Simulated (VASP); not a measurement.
# MnS (F-43m) in VASP: notebook

The runs below take MnS through single point, with PBE, PBEsol+D4.

Everything below comes from runs of VASP 6.6.1. Logs are shortened: lines on timing, memory, paths and dates and some standing lists are left out, and cuts for length are marked.

### Step 1. The cell of the first run

It takes space group F-43m (No. 216, cubic). Conventional cell: a = 4.947 Å, b = 4.947 Å, c = 4.947 Å, α = 90.00°, β = 90.00°, γ = 90.00°. Within 2.8 Å of Mn (site symmetry -43m) lie 4 S at 2.14 Å. Within 2.8 Å of S (site symmetry -43m) lie 4 Mn at 2.14 Å.

### Step 2. Single point, PBE, collinear spin, ferromagnetic start

Contents of INCAR:

```
  PREC = Accurate
  ENCUT = 680
  EDIFF = 1E-6
  ISMEAR = -1
  SIGMA = 0.05
  LREAL = False
  LASPH = True
  NELM = 200
  ALGO = Normal
  ISIF = 2
  LWAVE = False
  LCHARG = False
  ISPIN = 2
  MAGMOM = 4 0
  LORBIT = 11
  NUPDOWN = 4.0
  LMAXMIX = 4
  GGA = PE
  NBANDS = 22
  GGA_COMPAT = False
```

Contents of KPOINTS:

```
Automatic mesh
0
Gamma
  8 8 8
```

Contents of POSCAR:

```
MnS
1.0
    0.0000000000      2.4734634191      2.4734634191
    2.4734634191      0.0000000000      2.4734634191
    2.4734634191      2.4734634191      0.0000000000
Mn S
1 1
Direct
    0.0000000000      0.0000000000      0.0000000000
    0.7500000000      0.7500000000      0.7500000000
```

Potentials or basis: VASP PAW PBE potentials, release 64 (Mn_sv, S).

On the command line:

```
cat potpaw_PBE.64/Mn_sv/POTCAR potpaw_PBE.64/S/POTCAR > POTCAR
mpirun -np 1 vasp_std > vasp.out
```

OUTCAR:

```text
PREC = Accurate
   ENCUT = 680
   EDIFF = 1E-6
   ISMEAR = -1
   LREAL = False
   LASPH = True
   NELM = 200
   ISIF = 2
   ISPIN = 2
   LORBIT = 11
   NUPDOWN = 4.0
   GGA = PE

 ion  position               nearest neighbor table
   1  0.000  0.000  0.000-   2 2.14   2 2.14   2 2.14   2 2.14
   2  0.750  0.750  0.750-   1 2.14   1 2.14   1 2.14   1 2.14

  LATTYP: Found a face centered cubic cell.
 ALAT       =     4.9469268382

  Lattice vectors:

 A1 = (   0.0000000000,   2.4734634191,   2.4734634191)
 A2 = (   2.4734634191,   0.0000000000,   2.4734634191)
 A3 = (   2.4734634191,   2.4734634191,   0.0000000000)

Analysis of symmetry for initial positions (statically):
=====================================================================
 Subroutine PRICEL returns:
 Original cell was already a primitive cell.

 Routine SETGRP: Setting up the symmetry group for a
 face centered cubic supercell.

 Subroutine GETGRP returns: Found 24 space group operations
 (whereof 24 operations were pure point group operations)
 out of a pool of 48 trial point group operations.

The static configuration has the point symmetry T_d .

Analysis of symmetry for dynamics (positions and initial velocities):
=====================================================================
 Subroutine PRICEL returns:
 Original cell was already a primitive cell.

 Routine SETGRP: Setting up the symmetry group for a
 face centered cubic supercell.

 Subroutine GETGRP returns: Found 24 space group operations
 (whereof 24 operations were pure point group operations)
 out of a pool of 48 trial point group operations.

The dynamic configuration has the point symmetry T_d .

Analysis of structural, dynamic, and magnetic symmetry:
=====================================================================
 Subroutine PRICEL returns:
 Original cell was already a primitive cell.

 Routine SETGRP: Setting up the symmetry group for a
 face centered cubic supercell.

 Subroutine GETGRP returns: Found 24 space group operations
 (whereof 24 operations were pure point group operations)
 out of a pool of 48 trial point group operations.

The overall configuration has the point symmetry T_d .

 Subroutine INISYM returns: Found 24 space group operations
 (whereof 24 operations are pure point group operations),
 and found     1 'primitive' translations

----------------------------------------------------------------------------------------

                                     Primitive cell

  volume of cell :      30.2654

  direct lattice vectors                    reciprocal lattice vectors
     0.000000000  2.473463419  2.473463419    -0.202145702  0.202145702  0.202145702
     2.473463419  0.000000000  2.473463419     0.202145702 -0.202145702  0.202145702
     2.473463419  2.473463419  0.000000000     0.202145702  0.202145702 -0.202145702

  length of vectors
     3.498005513  3.498005513  3.498005513     0.350126627  0.350126627  0.350126627

  position of ions in fractional coordinates (direct lattice)
     0.000000000  0.000000000  0.000000000
     0.750000000  0.750000000  0.750000000

  ion indices of the primitive-cell ions
   primitive index   ion index
                 1           1
                 2           2

----------------------------------------------------------------------------------------

 KPOINTS: Automatic mesh

Automatic generation of k-mesh.
 Grid dimensions read from file:
 generate k-points for:    8    8    8

 Generating k-lattice:

  Cartesian coordinates                     Fractional coordinates (reciprocal lattice)
    -0.025268213  0.025268213  0.025268213     0.125000000  0.000000000  0.000000000
     0.025268213 -0.025268213  0.025268213     0.000000000  0.125000000  0.000000000
     0.025268213  0.025268213 -0.025268213     0.000000000  0.000000000  0.125000000

  Length of vectors
     0.043765828  0.043765828  0.043765828

  Shift w.r.t. Gamma in fractional coordinates (k-lattice)
     0.000000000  0.000000000  0.000000000

 Subroutine IBZKPT returns following result:
 ===========================================

 Found     29 irreducible k-points:

 Following reciprocal coordinates:
            Coordinates               Weight
  0.000000  0.000000  0.000000      1.000000
  0.125000  0.000000  0.000000      8.000000
  0.250000  0.000000  0.000000      8.000000
  0.375000  0.000000  0.000000      8.000000
  0.500000  0.000000  0.000000      4.000000
  0.125000  0.125000  0.000000      6.000000
[... 16 lines left out ...]
  0.500000  0.250000  0.125000     48.000000
 -0.375000  0.250000  0.125000     24.000000
 [... further k-points ...]
   k-points           NKPTS =     29   k-points in BZ     NKDIM =     29   number of bands    NBANDS=     22
   number of dos      NEDOS =    301   number of ions     NIONS =      2
   total plane-waves  NPLWV =  27000
   dimension x,y,z NGX =    30 NGY =   30 NGZ =   30
   dimension x,y,z NGXF=    60 NGYF=   60 NGZF=   60
   ions per type =               1   1
   NGX,Y,Z   is equivalent  to a cutoff of  14.26, 14.26, 14.26 a.u.
   NGXF,Y,Z  is equivalent  to a cutoff of  28.52, 28.52, 28.52 a.u.
 SYSTEM =  unknown system
   PREC   = accura    normal or accurate (medium, high low for compatibility)
   ISTART =      0    job   : 0-new  1-cont  2-samecut
   ICHARG =      2    charge: 1-file 2-atom 10-const
   ISPIN  =      2    spin polarized calculation?
   LNONCOLLINEAR =      F non collinear calculations
   LSORBIT =      F    spin-orbit coupling
   LASPH  =      T    aspherical Exc in radial PAW
   ENCUT  =  680.0 eV  49.98 Ry    7.07 a.u.   7.44  7.44  7.44*2*pi/ulx,y,z
   NELM   =    200;   NELMIN=  2; NELMDL= -5     # of ELM steps
   EDIFF  = 0.1E-05   stopping-criterion for ELM
   LREAL  =      F    real-space projection
   EDIFFG = 0.1E-04   stopping-criterion for IOM
   NSW    =      0    number of steps for IOM
   IBRION =     -1    ionic relax: 0-MD 1-quasi-New 2-CG
   NFREE  =      0    steps in history (QN), initial steepest desc. (CG)
   ISIF   =      2    stress and relaxation
   ISYM   =      2    0-nonsym 1-usesym 2-fastsym
   POTIM  = 0.5000    time-step for ionic-motion
   TEBEG  =    0.0;   TEEND  =   0.0 temperature during run
   PSTRESS=    0.0 pullay stress
   NELECT =      21.0000    total number of electrons
   NUPDOWN=       4.0000    fix difference up-down
   EMIN   =  10.00;   EMAX   =-10.00  energy-range for DOS
   EFERMI =   0.00;   METHOD = LEGACY
   ISMEAR =    -1;   SIGMA  =   0.05  broadening in eV -4-tet -1-fermi 0-gaus
   EFERMI_NEDOS =   21; number of points for ismear=-14 and -15
   IALGO  =     38    algorithm
   IMIX   =      4    mixing-type and parameters
     AMIX     =   0.40;   BMIX     =  1.00
     AMIX_MAG =   1.60;   BMIX_MAG =  1.00
  volume/ion in A,a.u.               =      15.13       102.12
  Fermi-wavevector in a.u.,A,eV,Ry     =   1.449325  2.738827 28.579620  2.100543
  Thomas-Fermi vector in A             =   2.567065
   LORBIT       =     11    0 simple, 1 ext, 2 COOP (PROOUT), +10 PAW based schemes
   GGA     = PE    functional components
   LHFCALC =     F    Hartree Fock is set to
   AEXX    =    0.0000 exact exchange contribution
   IVDW    =     0    specifies the selected vdW correction
   LEPSILON=     F    determine dielectric tensor
   LRPA    =     F    only Hartree local field effects (RPA)
 spin polarized calculation
  energy-cutoff  :      680.00
  volume of cell :       30.27
 maximum number of plane-waves:      1243
 NGX is ok and might be reduce to    30
   NGX = 15   NGY = 15   NGZ = 15

 number of electron      20.9999989 magnetization       3.9999998

 Free energy of the ion-electron system (eV)
  ---------------------------------------------------
  ext. energy  EPLUGINS =         0.00000000
  ---------------------------------------------------
  free energy    TOTEN  =       -13.16723223 eV

  energy without entropy =      -13.15807424  energy(sigma->0) =      -13.16265323

 E-fermi :   8.7989     XC(G=0): -11.2334

 val. band max:        9.7027606287   @ k =   0.5000   0.0000   0.0000
 cond. band min:       8.7999040555   @ k =  -0.3750   0.2500   0.1250
 fundamental gap:     -0.9028565732
 Fermi energy:         9.8009367626

 spin component 1

 k-point     1 :       0.0000    0.0000    0.0000
  band No.  band energies     occupation
      1     -72.0952      1.00000
      2     -40.8748      1.00000
      3     -40.8748      1.00000
      4     -40.8748      1.00000
      5      -6.5852      1.00000
      6       3.3579      1.00000
[... 14 lines left out ...]
     21      24.4878      0.00000
     22      24.4878      0.00000
[... 552 lines left out ...]
  band No.  band energies     occupation
      1     -72.0934      1.00000
      2     -40.8949      1.00000
      3     -40.8840      1.00000
      4     -40.8801      1.00000
      5      -5.0415      1.00000
      6       2.2895      1.00000
[... 14 lines left out ...]
     21      27.0659      0.00000
     22      29.1324      0.00000

 [... further k-points ...]

 spin component 2

 k-point     1 :       0.0000    0.0000    0.0000
  band No.  band energies     occupation
      1     -68.3148      1.00000
      2     -37.1713      1.00000
      3     -37.1713      1.00000
      4     -37.1713      1.00000
      5      -6.1962      1.00000
      6       4.6887      1.00000
[... 14 lines left out ...]
     21      25.2930      0.00000
     22      25.2930      0.00000
[... 552 lines left out ...]
  band No.  band energies     occupation
      1     -68.3126      1.00000
      2     -37.1975      1.00000
      3     -37.1831      1.00000
      4     -37.1781      1.00000
      5      -4.6919      1.00000
      6       2.9131      1.00000
[... 14 lines left out ...]
     21      28.0226      0.00000
     22      30.1001      0.00000

 [... further k-points ...]

------------------------ aborting loop because EDIFF is reached ----------------------------------------

  FORCE on cell =-STRESS in cart. coord.  units (eV):
  Direction    XX          YY          ZZ          XY          YZ          ZX
  --------------------------------------------------------------------------------------
  -------------------------------------------------------------------------------------
  Total        7.0958634      7.0958634      7.0958634      0.0000000      0.0000000     -0.0000000
  in kB      375.6378620    375.6378620    375.6378620      0.0000000      0.0000000     -0.0000000
  external PRESSURE =     375.6378620 kB  Pullay stress =       0.0000000 kB

 VOLUME and BASIS-vectors are now :
 -----------------------------------------------------------------------------
  energy-cutoff  :      680.00
  volume of cell :       30.27
      direct lattice vectors                 reciprocal lattice vectors
     0.000000000  2.473463419  2.473463419    -0.202145702  0.202145702  0.202145702
     2.473463419  0.000000000  2.473463419     0.202145702 -0.202145702  0.202145702
     2.473463419  2.473463419  0.000000000     0.202145702  0.202145702 -0.202145702

 POSITION                                       TOTAL-FORCE (eV/Angst)
 -----------------------------------------------------------------------------------
      0.00000      0.00000      0.00000         0.000000      0.000000      0.000000
      3.71020      3.71020      3.71020        -0.000000     -0.000000     -0.000000
 -----------------------------------------------------------------------------------
    total drift:                                0.000000      0.000000      0.000000

  FREE ENERGIE OF THE ION-ELECTRON SYSTEM (eV)
  ---------------------------------------------------
  free  energy   TOTEN  =       -13.1672322259 eV

  energy  without entropy=      -13.1580742356  energy(sigma->0) =      -13.16265323

 total charge

# of ion       s       p       d       tot
------------------------------------------
    1        2.213   6.086   4.745  13.043
    2        1.329   2.556   0.000   3.885
--------------------------------------------------
tot          3.542   8.641   4.745  16.928

 magnetization (x)

# of ion       s       p       d       tot
------------------------------------------
    1        0.039   0.041   3.268   3.348
    2        0.007   0.053   0.000   0.061
--------------------------------------------------
tot          0.046   0.095   3.268   3.409
```

Wall time 29 s (1 thread of Intel Xeon 6975P-C (Granite Rapids), shared host); peak memory 0.2 GiB.

Results:

- Free energy: -13.1672 eV
- Pressure: 37.6 GPa
- Net moment: 4.00 μB per cell
- Site moments: Mn +3.35; S +0.06 μB
- Valence electrons inside the program's atomic spheres: Mn 13.04; S 3.88

Caveat: the cell stands under pressure; the total moment is fixed, so each spin has its own Fermi level and the state may be an excited one; a cell with one magnetic atom can't hold antiferromagnetic order, which such compounds often take.

### Step 3. Single point, PBEsol+D4, collinear spin, ferromagnetic start

This run uses another cell than the first one, of 14.55 Å³/atom.

Contents of INCAR:

```
ALGO = Normal
EDIFF = 1E-7
ENCUT = 520
GGA = PS
ISIF = 2
ISMEAR = -1
ISPIN = 2
IVDW = 13
LASPH = True
LCHARG = True
LELF = True
LMAXMIX = 4
LORBIT = 11
LREAL = False
LVHAR = True
LWAVE = False
MAGMOM = 4 0
NBANDS = 20
NELM = 150
PREC = Accurate
SIGMA = 0.05
```

Contents of KPOINTS:

```
k-points
0
Gamma
  9 9 9
```

Contents of POSCAR:

```
MnS
1.0
    0.0000000000      2.4413269415      2.4413269415
    2.4413269415      0.0000000000      2.4413269415
    2.4413269415      2.4413269415      0.0000000000
Mn S
1 1
Direct
    0.0000000000      0.0000000000      0.0000000000
    0.7500000000      0.7500000000      0.7500000000
```

Potentials or basis: VASP PAW PBE potentials, release 64 (Mn_pv, S).

On the command line:

```
cat potpaw_PBE.64/Mn_pv/POTCAR potpaw_PBE.64/S/POTCAR > POTCAR
mpirun -np 1 vasp_std > vasp.out
```

Run time: 26 s. Hardware: 1 thread of Intel Xeon 6975P-C (Granite Rapids), shared host; peak memory 0.19 GiB.

The run converged. Its results:

```
Free energy                                           : -15.3341 eV
Pressure                                              : 0.2 GPa
Net moment                                            : 0.18 μB per cell
Site moments                                          : Mn +0.17; S -0.00 μB
Valence electrons inside the program's atomic spheres : Mn 12.13; S 3.74
Dispersion energy per atom                            : -0.280 eV
```

Levels at points of the mesh, in eV from the Fermi level:
Spin up:
```csv
k point,band 7,band 8,band 9,band 10,band 11,band 12,band 13,band 14
"(0.00, 0.00, 0.00)",-4.85,-0.89,-0.89,3.91,3.91,3.91,3.94,8.03
```
Spin down:
```
           k point  band 7  band 8  band 9  band 10  band 11  band 12
(0.00, 0.00, 0.00)   -4.80   -0.69   -0.69     3.96     3.98     3.98
```

Caveat: the PAW data sets were made with another functional, which shifts forces and pressure a little; semilocal functionals often make such compounds metallic where correlation or magnetic order opens a gap, which also shifts bond lengths. With open d or f shells a metallic result of PBEsol can be an artefact of self-interaction; +U or a hybrid may open a gap.

### Step 4. Single point, PBE, collinear spin, ferromagnetic start

Contents of INCAR:

```
  PREC = Accurate
  ENCUT = 520
  EDIFF = 1E-6
  ISMEAR = 0
  SIGMA = 0.027000000000000003
  LREAL = False
  LASPH = True
  NELM = 150
  ALGO = Normal
  ISIF = 2
  LWAVE = False
  LCHARG = False
  ISPIN = 2
  MAGMOM = 4 0
  LORBIT = 11
  LMAXMIX = 4
  GGA = PE
  NBANDS = 20
```

Contents of KPOINTS:

```
Automatic mesh
0
Gamma
  9 9 9
```

Contents of POSCAR:

```
MnS
1.0
    0.0000000000      2.4734634191      2.4734634191
    2.4734634191      0.0000000000      2.4734634191
    2.4734634191      2.4734634191      0.0000000000
Mn S
1 1
Direct
    0.0000000000      0.0000000000      0.0000000000
    0.7500000000      0.7500000000      0.7500000000
```

On the command line:

```
cat potpaw_PBE.64/Mn_pv/POTCAR potpaw_PBE.64/S/POTCAR > POTCAR
mpirun -np 1 vasp_std > vasp.out
```

Run time: 1.9 min. Hardware: 1 thread of Intel Xeon 6975P-C (Granite Rapids), shared host; peak memory 0.19 GiB.

The run converged. Its results:

```
Free energy                                           : -13.6676 eV
Pressure                                              : 3.0 GPa
Net moment                                            : 0.23 μB per cell
Site moments                                          : Mn +0.22; S -0.00 μB
Valence electrons inside the program's atomic spheres : Mn 12.03; S 3.75
```

Levels at points of the mesh, in eV from the Fermi level:
Spin up:
```
           k point  band 7  band 8  band 9  band 10  band 11  band 12  band 13  band 14
(0.00, 0.00, 0.00)   -4.72   -0.91   -0.91     3.66     3.66     3.66     3.78     7.90
```
Spin down:
```
           k point  band 7  band 8  band 9  band 10  band 11  band 12
(0.00, 0.00, 0.00)   -4.68   -0.62   -0.62     3.73     3.73     3.73
```

Caveat: semilocal functionals often make such compounds metallic where correlation or magnetic order opens a gap, which also shifts bond lengths.

### Step 5. Summary

| level | potentials or basis | fixed moment (μB) | cell | k mesh | cutoff (eV) | smearing | gap on the mesh (eV) | pressure (GPa) | moment (μB) |
| --- | --- | --- | --- | --- | --- | --- | --- | --- | --- |
| PBE | VASP PAW PBE potentials, release 64 (Mn_sv, S) | 4.0 | a = 3.498 Å, angles 60.0°, 2 atoms | 8 × 8 × 8 | 680 | fermi-dirac 0.05 eV | - | 37.6 | 4.00 |
| PBEsol+D4 | VASP PAW PBE potentials, release 64 (Mn_pv, S) | - | a = 3.453 Å, angles 60.0°, 2 atoms | 9 × 9 × 9 | 520 | fermi-dirac 0.05 eV | none | 0.2 | 0.18 |
| PBE | VASP PAW PBE potentials, release 64 (Mn_pv, S) | - | a = 3.498 Å, angles 60.0°, 2 atoms | 9 × 9 × 9 | 520 | gaussian 0.027 eV | none | 3.0 | 0.23 |

Alike in all rows: task single point; spin collinear, ferromagnetic start.

Caveats: semilocal functionals often make such compounds metallic where correlation or magnetic order opens a gap, which also shifts bond lengths (at least some runs); the cell stands under pressure (at least some runs); the total moment is fixed, so each spin has its own Fermi level and the state may be an excited one (at least some runs); a cell with one magnetic atom can't hold antiferromagnetic order, which such compounds often take (at least some runs); the PAW data sets were made with another functional, which shifts forces and pressure a little (at least some runs).

Total energies depend on the potentials used, so only differences within one code and one set of settings carry meaning.

The gap in the log of VASP goes by the Fermi energy; the results here count the filled bands.